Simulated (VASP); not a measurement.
# Ag (Fd-3m) in VASP: notebook, part 2 of 2

VASP 6.6.1. The steps go on from the part before.

## 7. Relaxation of cell and atoms, r2SCAN

This run uses another cell than the first one, of 23.03 Å³/atom.

POSCAR reads:

```
Ag
1.0
    0.0000000000      2.8449690438      2.8449690438
    2.8449690438      0.0000000000      2.8449690438
    2.8449690438      2.8449690438      0.0000000000
Ag
2
Direct
    0.1250000000      0.1250000000      0.1250000000
    0.8750000000      0.8750000000      0.8750000000
```

INCAR.step1 reads:

```
  PREC = Accurate
  ENCUT = 600
  ISMEAR = -1
  SIGMA = 0.1
  LREAL = F
  LASPH = T
  NELM = 100
  GGA = PE
  ALGO = Normal
  EDIFF = 1E-4
  LWAVE = T
  LCHARG = F
```

INCAR.step2 reads:

```
  PREC = Accurate
  ENCUT = 600
  EDIFF = 1E-6
  ISMEAR = -1
  SIGMA = 0.1
  LREAL = F
  LASPH = T
  NELM = 100
  ALGO = Normal
  ISIF = 3
  LWAVE = F
  LCHARG = F
  METAGGA = R2SCAN
  LMIXTAU = T
  IBRION = 2
  NSW = 80
  EDIFFG = -0.01
  ISTART = 1
```

KPOINTS reads:

```
regular mesh
0
Gamma
  10 10 10
```

Potentials or basis: VASP PAW PBE potentials, release 64 (Ag).

Started as:

```
> cat potpaw_PBE.64/Ag/POTCAR > POTCAR
> cp INCAR.step1 INCAR
> mpirun -np 1 vasp_std > vasp.out
> cp INCAR.step2 INCAR
> mpirun -np 1 vasp_std > vasp.out
```

OUTCAR:

```text
PREC = Accurate
   ENCUT = 600
   EDIFF = 1E-6
   ISMEAR = -1
   LREAL = F
   LASPH = T
   NELM = 100
   ISIF = 3
   METAGGA = R2SCAN
   IBRION = 2
   NSW = 80
   EDIFFG = -0.01
   ISTART = 1

 ion  position               nearest neighbor table
   1  0.125  0.125  0.125-   2 2.46   2 2.46   2 2.46   2 2.46
   2  0.875  0.875  0.875-   1 2.46   1 2.46   1 2.46   1 2.46

  LATTYP: Found a face centered cubic cell.
 ALAT       =     5.6899380876

  Lattice vectors:

 A1 = (   0.0000000000,   2.8449690438,   2.8449690438)
 A2 = (   2.8449690438,   0.0000000000,   2.8449690438)
 A3 = (   2.8449690438,   2.8449690438,   0.0000000000)

Analysis of symmetry for initial positions (statically):
=====================================================================
 Subroutine PRICEL returns:
 Original cell was already a primitive cell.

 Routine SETGRP: Setting up the symmetry group for a
 face centered cubic supercell.

 Subroutine GETGRP returns: Found 48 space group operations
 (whereof 12 operations were pure point group operations)
 out of a pool of 48 trial point group operations.

The static configuration has the point symmetry D_3d.
 The point group associated with its full space group is O_h .

Analysis of symmetry for dynamics (positions and initial velocities):
=====================================================================
 Subroutine PRICEL returns:
 Original cell was already a primitive cell.

 Routine SETGRP: Setting up the symmetry group for a
 face centered cubic supercell.

 Subroutine GETGRP returns: Found 48 space group operations
 (whereof 12 operations were pure point group operations)
 out of a pool of 48 trial point group operations.

The dynamic configuration has the point symmetry D_3d.
 The point group associated with its full space group is O_h .

 Subroutine INISYM returns: Found 48 space group operations
 (whereof 12 operations are pure point group operations),
 and found     1 'primitive' translations

----------------------------------------------------------------------------------------

                                     Primitive cell

  volume of cell :      46.0535

  direct lattice vectors                    reciprocal lattice vectors
     0.000000000  2.844969044  2.844969044    -0.175748837  0.175748837  0.175748837
     2.844969044  0.000000000  2.844969044     0.175748837 -0.175748837  0.175748837
     2.844969044  2.844969044  0.000000000     0.175748837  0.175748837 -0.175748837

  length of vectors
     4.023393806  4.023393806  4.023393806     0.304405915  0.304405915  0.304405915

  position of ions in fractional coordinates (direct lattice)
     0.125000000  0.125000000  0.125000000
     0.875000000  0.875000000  0.875000000

  ion indices of the primitive-cell ions
   primitive index   ion index
                 1           1
                 2           2

----------------------------------------------------------------------------------------

 KPOINTS: regular mesh

Automatic generation of k-mesh.
 Grid dimensions read from file:
 generate k-points for:   10   10   10

 Generating k-lattice:

  Cartesian coordinates                     Fractional coordinates (reciprocal lattice)
    -0.017574884  0.017574884  0.017574884     0.100000000  0.000000000  0.000000000
     0.017574884 -0.017574884  0.017574884     0.000000000  0.100000000  0.000000000
     0.017574884  0.017574884 -0.017574884     0.000000000  0.000000000  0.100000000

  Length of vectors
     0.030440591  0.030440591  0.030440591

  Shift w.r.t. Gamma in fractional coordinates (k-lattice)
     0.000000000  0.000000000  0.000000000

 Subroutine IBZKPT returns following result:
 ===========================================

 Found     47 irreducible k-points:

 Following reciprocal coordinates:
            Coordinates               Weight
  0.000000  0.000000  0.000000      1.000000
  0.100000  0.000000  0.000000      8.000000
  0.200000  0.000000  0.000000      8.000000
  0.300000  0.000000  0.000000      8.000000
  0.400000  0.000000  0.000000      8.000000
  0.500000  0.000000  0.000000      4.000000
[... 16 lines left out ...]
  0.300000  0.300000  0.000000      6.000000
  0.400000  0.300000  0.000000     24.000000
 [... further k-points ...]
   k-points           NKPTS =     47   k-points in BZ     NKDIM =     47   number of bands    NBANDS=     15
   number of dos      NEDOS =    301   number of ions     NIONS =      2
   total plane-waves  NPLWV =  32768
   dimension x,y,z NGX =    32 NGY =   32 NGZ =   32
   dimension x,y,z NGXF=    64 NGYF=   64 NGZF=   64
   ions per type =               2
   NGX,Y,Z   is equivalent  to a cutoff of  13.22, 13.22, 13.22 a.u.
   NGXF,Y,Z  is equivalent  to a cutoff of  26.44, 26.44, 26.44 a.u.
 SYSTEM =  unknown system
   PREC   = accura    normal or accurate (medium, high low for compatibility)
   ISTART =      1    job   : 0-new  1-cont  2-samecut
   ICHARG =      0    charge: 1-file 2-atom 10-const
   ISPIN  =      1    spin polarized calculation?
   LNONCOLLINEAR =      F non collinear calculations
   LSORBIT =      F    spin-orbit coupling
   LASPH  =      T    aspherical Exc in radial PAW
   ENCUT  =  600.0 eV  44.10 Ry    6.64 a.u.   8.04  8.04  8.04*2*pi/ulx,y,z
   NELM   =    100;   NELMIN=  2; NELMDL=  0     # of ELM steps
   EDIFF  = 0.1E-05   stopping-criterion for ELM
   LREAL  =      F    real-space projection
   EDIFFG = -.1E-01   stopping-criterion for IOM
   NSW    =     80    number of steps for IOM
   IBRION =      2    ionic relax: 0-MD 1-quasi-New 2-CG
   NFREE  =      1    steps in history (QN), initial steepest desc. (CG)
   ISIF   =      3    stress and relaxation
   ISYM   =      2    0-nonsym 1-usesym 2-fastsym
   POTIM  = 0.5000    time-step for ionic-motion
   TEBEG  =    0.0;   TEEND  =   0.0 temperature during run
   PSTRESS=    0.0 pullay stress
   NELECT =      22.0000    total number of electrons
   NUPDOWN=      -1.0000    fix difference up-down
   EMIN   =  10.00;   EMAX   =-10.00  energy-range for DOS
   EFERMI =   0.00;   METHOD = LEGACY
   ISMEAR =    -1;   SIGMA  =   0.10  broadening in eV -4-tet -1-fermi 0-gaus
   EFERMI_NEDOS =   21; number of points for ismear=-14 and -15
   IALGO  =     38    algorithm
   IMIX   =      4    mixing-type and parameters
     AMIX     =   0.40;   BMIX     =  1.00
     AMIX_MAG =   1.60;   BMIX_MAG =  1.00
  volume/ion in A,a.u.               =      23.03       155.39
  Fermi-wavevector in a.u.,A,eV,Ry     =   1.279759  2.418394 22.283391  1.637783
  Thomas-Fermi vector in A             =   2.412226
   LORBIT       =      0    0 simple, 1 ext, 2 COOP (PROOUT), +10 PAW based schemes
   METAGGA = R2SCAN    functional components
   LHFCALC =     F    Hartree Fock is set to
   AEXX    =    0.0000 exact exchange contribution
   IVDW    =     0    specifies the selected vdW correction
   LEPSILON=     F    determine dielectric tensor
   LRPA    =     F    only Hartree local field effects (RPA)
 conjugate gradient relaxation of ions
 non-spin polarized calculation
  energy-cutoff  :      600.00
  volume of cell :       46.05
 maximum number of plane-waves:      1572
   NGX = 17   NGY = 17   NGZ = 17

--------------------------------------- Ionic step        1  -------------------------------------------

 number of electron      21.9999998 magnetization

 Free energy of the ion-electron system (eV)
  ---------------------------------------------------
  ext. energy  EPLUGINS =         0.00000000
  ---------------------------------------------------
  free energy    TOTEN  =       -40.59674666 eV

  energy without entropy =      -40.58078830  energy(sigma->0) =      -40.58876748

 E-fermi :   4.9927     XC(G=0): -10.7872

 val. band max:        4.8382199715   @ k =  -0.3000   0.4000   0.1000
 cond. band min:       5.0503915527   @ k =  -0.3000   0.4000   0.2000
 fundamental gap:      0.2121715812
 Fermi energy:         4.9926786100

 k-point     1 :       0.0000    0.0000    0.0000
  band No.  band energies     occupation
      1      -1.1043      2.00000
      2      -0.8602      2.00000
      3      -0.8602      2.00000
      4      -0.7726      2.00000
      5      -0.7726      2.00000
      6      -0.7726      2.00000
      7       1.1093      2.00000
      8       1.1093      2.00000
      9       1.1093      2.00000
     10       2.0558      2.00000
     11       2.0558      2.00000
     12      15.7452      0.00000
     13      15.7452      0.00000
     14      15.7452      0.00000
     15      16.1386      0.00000
[... 519 lines left out ...]
  energy  without entropy=      -40.9632256351  energy(sigma->0) =      -40.97154745

--------------------------------------- Ionic step        4  -------------------------------------------

 number of electron      22.0000003 magnetization

 Free energy of the ion-electron system (eV)
  ---------------------------------------------------
  ext. energy  EPLUGINS =         0.00000000
  ---------------------------------------------------
  free energy    TOTEN  =       -40.97997764 eV

  energy without entropy =      -40.96325397  energy(sigma->0) =      -40.97161581

 E-fermi :   3.0350     XC(G=0):  -9.6327

 val. band max:        2.9740794643   @ k =  -0.3000   0.4000   0.2000
 cond. band min:       3.1913158856   @ k =   0.5000   0.5000   0.0000
 fundamental gap:      0.2172364213
 Fermi energy:         3.0350338077

 k-point     1 :       0.0000    0.0000    0.0000
  band No.  band energies     occupation
      1      -1.9510      2.00000
      2      -1.9117      2.00000
      3      -1.9117      2.00000
      4      -1.8942      2.00000
      5      -1.8942      2.00000
      6      -1.8942      2.00000
      7      -0.4979      2.00000
      8      -0.4979      2.00000
      9      -0.4979      2.00000
     10       0.1116      2.00000
     11       0.1116      2.00000
     12      12.2212      0.00000
     13      12.2212      0.00000
     14      12.2212      0.00000
     15      12.8235      0.00000
[... 443 lines left out ...]
  FREE ENERGIE OF THE ION-ELECTRON SYSTEM (eV)
  ---------------------------------------------------
  free  energy   TOTEN  =       -40.9799776427 eV

  energy  without entropy=      -40.9632539678  energy(sigma->0) =      -40.97161581

 reached required accuracy - stopping structural energy minimisation
```

OUTCAR.step1:

```text
PREC = Accurate
   ENCUT = 600
   ISMEAR = -1
   LREAL = F
   LASPH = T
   NELM = 100
[... 652 lines left out ...]
 -----------------------------------------------------------------------------------
      0.71124      0.71124      0.71124        -0.000000     -0.000000     -0.000000
      4.97870      4.97870      4.97870         0.000000      0.000000      0.000000
 -----------------------------------------------------------------------------------
    total drift:                                0.000000      0.000000     -0.000000

  FREE ENERGIE OF THE ION-ELECTRON SYSTEM (eV)
  ---------------------------------------------------
  free  energy   TOTEN  =        -3.3344622249 eV

  energy  without entropy=       -3.3173573930  energy(sigma->0) =       -3.32590981
```

Run time: 5.3 min. Hardware: 1 thread of Intel Xeon 6975P-C (Granite Rapids), shared host; peak memory 0.21 GiB.

Results:

```yaml
Free_energy: -40.9800 eV
Relaxed_volume: 28.35 Å³/atom
Relaxed_cell: a = 4.312 Å, b = 4.312 Å, c = 4.312 Å, α = 60.00°, β = 60.00°, γ = 60.00°
Space_group_after_relaxing_to_0.1_Å: Fd-3m (No. 227)
Energy_gained_by_relaxing: 191.6 meV/atom
Ionic_steps: 4
Pressure_after_relaxing: 0.0 GPa
Band_gap_on_the_k_mesh: zero (bands 11 and 12 overlap by 1.16 eV)
```

The path:
```
step  energy change (eV)  largest force (eV/Å)  pressure (GPa)  volume (Å³)
   1              0.0000                0.0000           14.53        46.05
   2             -0.3426                0.0000           -2.50        61.42
   3             -0.3831                0.0000            0.16        56.43
   4             -0.3832                0.0000           -0.04        56.71
```

Final structure:
```
CELL_PARAMETERS angstrom
0.00000 3.04934 3.04934
3.04934 0.00000 3.04934
3.04934 3.04934 0.00000
ATOMIC_POSITIONS crystal
Ag 0.12500 0.12500 0.12500
Ag 0.87500 0.87500 0.87500
```

Caveat: the volume moved by over 15 % at a fixed basis, so the end points are rough; the PAW data sets were made with another functional, which shifts forces and pressure a little.

## 8. The runs side by side

| task | cell | k mesh | cutoff (eV) | gap on the mesh (eV) | pressure (GPa) |
| --- | --- | --- | --- | --- | --- |
| single point | a = 4.310 Å, angles 60.0°, 2 atoms | 10 × 10 × 10 | 520 | none | 0.1 |
| single point | a = 4.366 Å, angles 60.0°, 2 atoms | 10 × 10 × 10 | 520 | none | -1.3 |
| single point | a = 4.422 Å, angles 60.0°, 2 atoms | 10 × 10 × 10 | 520 | none | -2.4 |
| single point | a = 4.475 Å, angles 60.0°, 2 atoms | 10 × 10 × 10 | 520 | none | -3.2 |
| single point | a = 4.310 Å, angles 60.0°, 2 atoms | 15 × 15 × 15 | 520 | none | 0.1 |
| relaxation of cell and atoms | relaxed from a = 4.023 Å, angles 60.0°, 2 atoms | 10 × 10 × 10 | 600 | none | 0.0 |

Alike in all rows: level r2SCAN; potentials or basis VASP PAW PBE potentials, release 64 (Ag); no spin polarisation; smearing fermi-dirac 0.1 eV.

Caveats: the PAW data sets were made with another functional, which shifts forces and pressure a little; the cell stands under tension (at least some runs); the volume moved by over 15 % at a fixed basis, so the end points are rough (at least some runs).

Absolute energies hang on the potentials; compare differences alone.

The gap in the log of VASP goes by the Fermi energy; the results here count the filled bands.